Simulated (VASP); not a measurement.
# Mo (P6_3/mmc) in VASP: further runs

Mo is run at these levels: LDA; tasks: single point, relaxation of cell and atoms.

Program: VASP 6.6.1. These are calculated values, not measurements. Logs are shortened: lines on timing, memory, paths and dates and some standing lists are left out, and cuts for length are marked.

## Step 1: The cell of the first run

It takes space group P6_3/mmc (No. 194, hexagonal). The conventional cell has a = 2.734 Å, b = 2.734 Å, c = 9.442 Å, α = 90.00°, β = 90.00°, γ = 120.00°. Mo (site symmetry -3m) has 12 Mo at 2.73 to 2.84 Å within 3.6 Å. Mo (site symmetry -6m2) has 12 Mo at 2.73 to 2.84 Å within 3.6 Å.

This isn't the form of Mo at room conditions, which is bcc.

## Step 2: Single point, LDA

INCAR reads:

```
SYSTEM = Mo
PREC = Accurate ; ENCUT = 520
EDIFF = 1E-7 ; ISMEAR = -1
SIGMA = 0.1 ; LREAL = .False.
LASPH = .True. ; NELM = 80
ALGO = Normal ; ISIF = 2
LWAVE = .False. ; LCHARG = .False.
GGA = CA ; NBANDS = 36
```

KPOINTS reads:

```
regular mesh
0
Gamma
  13 13 4
  0 0 0
```

POSCAR reads:

```
Mo
1.0
    2.7342057809      0.0000000000      0.0000000000
   -1.3671028904      2.3678916654      0.0000000000
    0.0000000000      0.0000000000      9.4415579723
Mo
4
Direct
    1.0000000000      0.0000000000      0.0000000000
    1.0000000000      0.0000000000      0.5000000000
    0.3333333333      0.6666666667      0.2500000000
    0.6666666667      0.3333333333      0.7500000000
```

Potentials or basis: VASP PAW LDA potentials, release 64 (Mo_sv).

Command:

```bash
$ cat potpaw_LDA.64/Mo_sv/POTCAR > POTCAR
$ mpirun -np 1 vasp_std > vasp.out
```

OUTCAR:

```text
SYSTEM = Mo
   PREC = Accurate
   ENCUT = 520
   EDIFF = 1E-7
   ISMEAR = -1
   LREAL = .False.
   LASPH = .True.
   NELM = 80
   ISIF = 2
   GGA = CA

 ion  position               nearest neighbor table
   1  0.000  0.000  0.000-   3 2.84   4 2.84   3 2.84   4 2.84   4 2.84   3 2.84
   2  0.000  0.000  0.500-   3 2.84   4 2.84   3 2.84   4 2.84   4 2.84   3 2.84
   3  0.333  0.667  0.250-   1 2.84   2 2.84   1 2.84   2 2.84   1 2.84   2 2.84
   4  0.667  0.333  0.750-   1 2.84   2 2.84   1 2.84   2 2.84   1 2.84   2 2.84

  LATTYP: Found a hexagonal cell.
 ALAT       =     2.7342057809
 C/A-ratio  =     3.4531263295

  Lattice vectors:

 A1 = (   2.7342057809,   0.0000000000,   0.0000000000)
 A2 = (  -1.3671028904,   2.3678916654,   0.0000000000)
 A3 = (   0.0000000000,   0.0000000000,   9.4415579723)

Analysis of symmetry for initial positions (statically):
=====================================================================
 Subroutine PRICEL returns:
 Original cell was already a primitive cell.

 Routine SETGRP: Setting up the symmetry group for a
 hexagonal supercell.

 Subroutine GETGRP returns: Found 24 space group operations
 (whereof 12 operations were pure point group operations)
 out of a pool of 24 trial point group operations.

The static configuration has the point symmetry D_3d.
 The point group associated with its full space group is D_6h.

Analysis of symmetry for dynamics (positions and initial velocities):
=====================================================================
 Subroutine PRICEL returns:
 Original cell was already a primitive cell.

 Routine SETGRP: Setting up the symmetry group for a
 hexagonal supercell.

 Subroutine GETGRP returns: Found 24 space group operations
 (whereof 12 operations were pure point group operations)
 out of a pool of 24 trial point group operations.

The dynamic configuration has the point symmetry D_3d.
 The point group associated with its full space group is D_6h.

 Subroutine INISYM returns: Found 24 space group operations
 (whereof 12 operations are pure point group operations),
 and found     1 'primitive' translations

----------------------------------------------------------------------------------------

                                     Primitive cell

  volume of cell :      61.1275

  direct lattice vectors                    reciprocal lattice vectors
     2.734205781  0.000000000  0.000000000     0.365736920  0.211158309  0.000000000
    -1.367102890  2.367891665  0.000000000     0.000000000  0.422316618  0.000000000
     0.000000000  0.000000000  9.441557972     0.000000000  0.000000000  0.105914723

  length of vectors
     2.734205781  2.734205781  9.441557972     0.422316618  0.422316618  0.105914723

  position of ions in fractional coordinates (direct lattice)
     0.000000000  0.000000000  0.000000000
     0.000000000  0.000000000  0.500000000
     0.333333333  0.666666667  0.250000000
     0.666666667  0.333333333  0.750000000

  ion indices of the primitive-cell ions
   primitive index   ion index
                 1           1
                 2           2
                 3           3
                 4           4

----------------------------------------------------------------------------------------

 KPOINTS: regular mesh

Automatic generation of k-mesh.
 Grid dimensions read from file:
 generate k-points for:   13   13    4

 Generating k-lattice:

  Cartesian coordinates                     Fractional coordinates (reciprocal lattice)
     0.028133609  0.016242947  0.000000000     0.076923077  0.000000000  0.000000000
     0.000000000  0.032485894  0.000000000     0.000000000  0.076923077  0.000000000
     0.000000000  0.000000000  0.026478681     0.000000000  0.000000000  0.250000000

  Length of vectors
     0.032485894  0.032485894  0.026478681

  Shift w.r.t. Gamma in fractional coordinates (k-lattice)
     0.000000000  0.000000000  0.000000000

 Subroutine IBZKPT returns following result:
 ===========================================

 Found     63 irreducible k-points:

 Following reciprocal coordinates:
            Coordinates               Weight
  0.000000  0.000000  0.000000      1.000000
  0.076923  0.000000  0.000000      6.000000
  0.153846 -0.000000  0.000000      6.000000
  0.230769  0.000000  0.000000      6.000000
  0.307692 -0.000000  0.000000      6.000000
  0.384615 -0.000000  0.000000      6.000000
[... 16 lines left out ...]
  0.076923  0.000000  0.250000     12.000000
  0.153846 -0.000000  0.250000     12.000000
 [... further k-points ...]
   k-points           NKPTS =     63   k-points in BZ     NKDIM =     63   number of bands    NBANDS=     36
   number of dos      NEDOS =    301   number of ions     NIONS =      4
   total plane-waves  NPLWV =  28000
   dimension x,y,z NGX =    20 NGY =   20 NGZ =   70
   dimension x,y,z NGXF=    40 NGYF=   40 NGZF=  140
   ions per type =               4
   NGX,Y,Z   is equivalent  to a cutoff of  12.16, 12.16, 12.33 a.u.
   NGXF,Y,Z  is equivalent  to a cutoff of  24.32, 24.32, 24.65 a.u.
 SYSTEM =  Mo
   PREC   = accura    normal or accurate (medium, high low for compatibility)
   ISTART =      0    job   : 0-new  1-cont  2-samecut
   ICHARG =      2    charge: 1-file 2-atom 10-const
   ISPIN  =      1    spin polarized calculation?
   LNONCOLLINEAR =      F non collinear calculations
   LSORBIT =      F    spin-orbit coupling
   LASPH  =      T    aspherical Exc in radial PAW
   ENCUT  =  520.0 eV  38.22 Ry    6.18 a.u.   5.08  5.08 17.56*2*pi/ulx,y,z
   NELM   =     80;   NELMIN=  2; NELMDL= -5     # of ELM steps
   EDIFF  = 0.1E-06   stopping-criterion for ELM
   LREAL  =      F    real-space projection
   EDIFFG = 0.1E-05   stopping-criterion for IOM
   NSW    =      0    number of steps for IOM
   IBRION =     -1    ionic relax: 0-MD 1-quasi-New 2-CG
   NFREE  =      0    steps in history (QN), initial steepest desc. (CG)
   ISIF   =      2    stress and relaxation
   ISYM   =      2    0-nonsym 1-usesym 2-fastsym
   POTIM  = 0.5000    time-step for ionic-motion
   TEBEG  =    0.0;   TEEND  =   0.0 temperature during run
   PSTRESS=    0.0 pullay stress
   NELECT =      56.0000    total number of electrons
   NUPDOWN=      -1.0000    fix difference up-down
   EMIN   =  10.00;   EMAX   =-10.00  energy-range for DOS
   EFERMI =   0.00;   METHOD = LEGACY
   ISMEAR =    -1;   SIGMA  =   0.10  broadening in eV -4-tet -1-fermi 0-gaus
   EFERMI_NEDOS =   21; number of points for ismear=-14 and -15
   IALGO  =     38    algorithm
   IMIX   =      4    mixing-type and parameters
     AMIX     =   0.40;   BMIX     =  1.00
     AMIX_MAG =   1.60;   BMIX_MAG =  1.00
  volume/ion in A,a.u.               =      15.28       103.13
  Fermi-wavevector in a.u.,A,eV,Ry     =   1.589981  3.004628 34.396068  2.528040
  Thomas-Fermi vector in A             =   2.688747
   LORBIT       =      0    0 simple, 1 ext, 2 COOP (PROOUT), +10 PAW based schemes
   GGA     = CA    functional components
   LHFCALC =     F    Hartree Fock is set to
   AEXX    =    0.0000 exact exchange contribution
   IVDW    =     0    specifies the selected vdW correction
   LEPSILON=     F    determine dielectric tensor
   LRPA    =     F    only Hartree local field effects (RPA)
 non-spin polarized calculation
  energy-cutoff  :      520.00
  volume of cell :       61.13
 maximum number of plane-waves:      1661
   NGX = 11   NGY = 11   NGZ = 35

 number of electron      56.0000007 magnetization

 Free energy of the ion-electron system (eV)
  ---------------------------------------------------
  ext. energy  EPLUGINS =         0.00000000
  ---------------------------------------------------
  free energy    TOTEN  =       -46.88224643 eV

  energy without entropy =      -46.70881957  energy(sigma->0) =      -46.79553300

 E-fermi :  12.4783     XC(G=0): -13.7104

 val. band max:       12.4767883183   @ k =   0.3077  -0.0000   0.0000
 cond. band min:      12.4783156477   @ k =   0.3846   0.1538   0.0000
 fundamental gap:      0.0015273294
 Fermi energy:        12.4782916475

 k-point     1 :       0.0000    0.0000    0.0000
  band No.  band energies     occupation
      1     -47.9625      2.00000
      2     -47.8635      2.00000
      3     -47.8380      2.00000
      4     -47.7366      2.00000
      5     -22.8454      2.00000
      6     -22.1937      2.00000
[... 28 lines left out ...]
     35      14.8396      0.00000
     36      14.8396      0.00000

 k-point     2 :       0.0769    0.0000    0.0000
  band No.  band energies     occupation
      1     -47.9469      2.00000
      2     -47.8506      2.00000
      3     -47.8251      2.00000
      4     -47.7265      2.00000
      5     -22.8167      2.00000
      6     -22.1911      2.00000
[... 28 lines left out ...]
     35      14.9016      0.00000
     36      15.0448      0.00000

 k-point     3 :       0.1538   -0.0000    0.0000
  band No.  band energies     occupation
      1     -47.9030      2.00000
      2     -47.8147      2.00000
      3     -47.7892      2.00000
      4     -47.6989      2.00000
      5     -22.7345      2.00000
      6     -22.1977      2.00000
[... 28 lines left out ...]
     35      14.9337      0.00000
     36      15.2224      0.00000

 k-point     4 :       0.2308    0.0000    0.0000
  band No.  band energies     occupation
      1     -47.8392      2.00000
      2     -47.7636      2.00000
      3     -47.7381      2.00000
      4     -47.6612      2.00000
      5     -22.6119      2.00000
      6     -22.2933      2.00000
[... 28 lines left out ...]
     35      15.0015      0.00000
     36      15.2180      0.00000

 k-point     5 :       0.3077   -0.0000    0.0000
  band No.  band energies     occupation
      1     -47.7680      2.00000
      2     -47.7089      2.00000
      3     -47.6833      2.00000
      4     -47.6233      2.00000
      5     -22.5339      2.00000
      6     -22.5276      2.00000
[... 655 lines left out ...]
 k-point    22 :       0.0000    0.0000    0.2500
  band No.  band energies     occupation
      1     -47.9542      2.00000
      2     -47.8953      2.00000
      3     -47.8058      2.00000
      4     -47.7452      2.00000
      5     -22.7968      2.00000
      6     -22.4451      2.00000
[... 28 lines left out ...]
     35      14.6971      0.00000
     36      14.6971      0.00000

 k-point    23 :       0.0769    0.0000    0.2500
  band No.  band energies     occupation
      1     -47.9387      2.00000
      2     -47.8814      2.00000
      3     -47.7939      2.00000
      4     -47.7349      2.00000
      5     -22.7701      2.00000
      6     -22.4326      2.00000
[... 28 lines left out ...]
     35      14.6702      0.00000
     36      14.7018      0.00000

 k-point    24 :       0.1538   -0.0000    0.2500
  band No.  band energies     occupation
      1     -47.8955      2.00000
      2     -47.8426      2.00000
      3     -47.7610      2.00000
      4     -47.7067      2.00000
      5     -22.6944      2.00000
      6     -22.4049      2.00000
[... 28 lines left out ...]
     35      14.5730      0.00000
     36      14.7061      0.00000

 [... further k-points ...]
[... 5 lines left out ...]
  --------------------------------------------------------------------------------------
  -------------------------------------------------------------------------------------
  Total        0.4434045      0.4434045      0.3619097      0.0000000      0.0000000      0.0000000
  in kB       11.6218151     11.6218151      9.4858024      0.0000000      0.0000000      0.0000000
  external PRESSURE =      10.9098108 kB  Pullay stress =       0.0000000 kB

 VOLUME and BASIS-vectors are now :
 -----------------------------------------------------------------------------
  energy-cutoff  :      520.00
  volume of cell :       61.13
      direct lattice vectors                 reciprocal lattice vectors
     2.734205781  0.000000000  0.000000000     0.365736920  0.211158309  0.000000000
    -1.367102890  2.367891665  0.000000000     0.000000000  0.422316618  0.000000000
     0.000000000  0.000000000  9.441557972     0.000000000  0.000000000  0.105914723

 POSITION                                       TOTAL-FORCE (eV/Angst)
 -----------------------------------------------------------------------------------
      0.00000      0.00000      0.00000         0.000000      0.000000      0.000000
      0.00000      0.00000      4.72078         0.000000      0.000000      0.000000
     -0.00000      1.57859      2.36039        -0.000000      0.000000     -0.000000
      1.36710      0.78930      7.08117         0.000000     -0.000000     -0.000000
 -----------------------------------------------------------------------------------
    total drift:                                0.000000     -0.000000      0.000000

  FREE ENERGIE OF THE ION-ELECTRON SYSTEM (eV)
  ---------------------------------------------------
  free  energy   TOTEN  =       -46.8822464294 eV

  energy  without entropy=      -46.7088195650  energy(sigma->0) =      -46.79553300
```

Run time: 47 s. Hardware: 1 thread of AMD EPYC 9R45 (Zen 5), shared host; peak memory 0.18 GiB.

What came out:

```
Free energy            : -46.8822 eV
Pressure               : 1.1 GPa
Band gap on the k mesh : zero (bands 28 and 29 overlap by 1.87 eV)
```

## Step 3: Single point, LDA

INCAR reads:

```
  ALGO = Normal
  EDIFF = 1E-6
  ENCUT = 520
  ISIF = 2
  ISMEAR = -1
  LASPH = T
  LCHARG = T
  LELF = T
  LREAL = F
  LVHAR = T
  LWAVE = F
  NBANDS = 36
  NELM = 80
  PREC = Accurate
  SIGMA = 0.1
```

KPOINTS reads:

```
k-points
0
Gamma
  17 17 5
```

POSCAR is that of step 2.

Potentials or basis: VASP PAW LDA potentials, release 64 (Mo_sv).

Command:

```bash
$ cat potpaw_LDA.64/Mo_sv/POTCAR > POTCAR
$ mpirun -np 1 vasp_std > vasp.out
```

It took 73 s on 1 thread of AMD EPYC 9R45 (Zen 5), shared host; peak memory 0.22 GiB.

It converged, with:

- Free energy: -46.8803 eV
- Pressure: 1.2 GPa
- Band gap on the k mesh: zero (bands 28 and 29 overlap by 1.75 eV)

Stress tensor (GPa, compression positive):
```
1.34 0.00 0.00
0.00 1.34 0.00
0.00 0.00 0.96
```

Levels at points of the mesh, in eV from the Fermi level:
```
           k point  band 24  band 25  band 26  band 27  band 28  band 29  band 30  band 31  band 32  band 33
(0.00, 0.00, 0.00)    -0.88    -0.88    -0.74    -0.74    -0.44    -0.44    -0.26    -0.26     1.13     1.61
```

## Step 4: Relaxation of cell and atoms, LDA

This run uses another cell than the first one, of 15.59 Å³/atom.

INCAR reads:

```
SYSTEM = Mo
PREC = Accurate
ENCUT = 600
EDIFF = 1E-6
ISMEAR = -1
SIGMA = 0.1
LREAL = .False.
LASPH = .True.
NELM = 60
ALGO = Normal
ISIF = 3
LWAVE = .False.
LCHARG = .False.
GGA = CA
IBRION = 2
NSW = 80
EDIFFG = -0.01
```

KPOINTS reads:

```
regular mesh
0
Gamma
  13 13 4
  0 0 0
```

POSCAR reads:

```
Mo
1.0
    2.8039216218      0.0000000000      0.0000000000
   -1.4019608109      2.4282673547      0.0000000000
    0.0000000000      0.0000000000      9.1576080168
Mo
4
Direct
    0.0000000000      0.0000000000      0.0000000000
    0.0000000000      0.0000000000      0.5000000000
    0.3333333333      0.6666666667      0.2500000000
    0.6666666667      0.3333333333      0.7500000000
```

Command:

```bash
$ cat potpaw_LDA.64/Mo_sv/POTCAR > POTCAR
$ mpirun -np 1 vasp_std > vasp.out
```

It took 6.6 min on 1 thread of AMD EPYC 9R45 (Zen 5), shared host; peak memory 0.23 GiB.

The run converged. Its results:

```yaml
Free_energy: -46.8839 eV
Relaxed_volume: 15.34 Å³/atom
Relaxed_cell: a = 2.738 Å, b = 2.738 Å, c = 9.454 Å, α = 90.00°, β = 90.00°, γ = 120.00°
Space_group_after_relaxing_to_0.1_Å: P6_3/mmc (No. 194)
Energy_gained_by_relaxing: 13.2 meV/atom
Ionic_steps: 9
Pressure_after_relaxing: 0.0 GPa
Band_gap_on_the_k_mesh: zero (bands 28 and 29 overlap by 1.86 eV)
```

Stress tensor (GPa, compression positive):
```
 0.04  0.00  0.00
 0.00  0.04  0.00
 0.00  0.00 -0.05
```

Step by step:
```tsv
step	energy change (eV)	largest force (eV/Å)	pressure (GPa)	volume (Å³)
1	0.0000	0.0000	-4.87	62.35
2	0.1054	0.0000	15.00	58.17
3	-0.0218	0.0000	0.40	61.10
4	-0.0334	0.0000	0.46	61.11
5	-0.0512	0.0000	1.28	61.10
6	-0.0516	0.0000	1.03	61.11
7	-0.0519	0.0000	1.12	61.11
8	-0.0401	0.0000	-3.97	62.36
9	-0.0528	0.0000	0.01	61.37
```

Final structure:
```
Mo
1.0
     2.73782    0.00000    0.00000
    -1.36891    2.37102    0.00000
     0.00000    0.00000    9.45368
Mo
4
Direct
  0.00000 0.00000 0.00000
  0.00000 0.00000 0.50000
  0.33333 0.66667 0.25000
  0.66667 0.33333 0.75000
```

Levels at points of the mesh, in eV from the Fermi level:
```tsv
k point	band 24	band 25	band 26	band 27	band 28	band 29	band 30	band 31	band 32	band 33
(0.00, 0.00, 0.00)	-0.87	-0.87	-0.74	-0.74	-0.44	-0.44	-0.26	-0.26	1.11	1.60
(0.00, 0.00, 0.50)	-0.75	-0.75	-0.75	-0.44	-0.44	-0.44	-0.44	-0.19	-0.19	1.95
```

## Step 5: Summary

```tsv
task	cell	k mesh	cutoff (eV)	gap on the mesh (eV)	pressure (GPa)
single point	a = 2.734, b = 2.734, c = 9.442 Å, angles 90.0, 90.0, 120.0°, 4 atoms	13 × 13 × 4	520	none	1.1
single point	a = 2.734, b = 2.734, c = 9.442 Å, angles 90.0, 90.0, 120.0°, 4 atoms	17 × 17 × 5	520	none	1.2
relaxation of cell and atoms	relaxed from a = 2.804, b = 2.804, c = 9.158 Å, angles 90.0, 90.0, 120.0°, 4 atoms	13 × 13 × 4	600	none	0.0
```

Alike in all rows: level LDA; potentials or basis VASP PAW LDA potentials, release 64 (Mo_sv); no spin polarisation; smearing fermi-dirac 0.1 eV.

Absolute energies hang on the potentials; compare differences alone.
